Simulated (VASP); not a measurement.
Crystal: CaS.

```
Ca S
1.0
     0.00000    2.84795    2.84795
     2.84795    0.00000    2.84795
     2.84795    2.84795    0.00000
Ca S
1 1
Direct
  0.00000 0.00000 0.00000
  0.50000 0.50000 0.50000
```

Base run:

- Program: VASP 6.6.1
- Functional: r2SCAN
- Potentials or basis: VASP PAW PBE potentials, release 64 (Ca_sv, S)
- Cutoff: 550 eV
- k mesh: 6 × 6 × 6
- Occupations: gaussian, width 0.01 eV
- Spin: no spin polarisation

Its results: band gap on the k mesh 2.80 eV (least direct gap 3.63 eV); pressure 0.3 GPa.

Problem. The run is repeated on the same cell with these changes: functional from r2SCAN to PBE; cutoff from 550 eV to 500 eV. What comes out?

Solution. Band gap on the k mesh 2.36 eV (least direct gap 3.16 eV); pressure 0.6 GPa.

Caveats: the PAW data sets were made with another functional, which shifts forces and pressure a little (at least some runs).

A k mesh can miss the band edges.
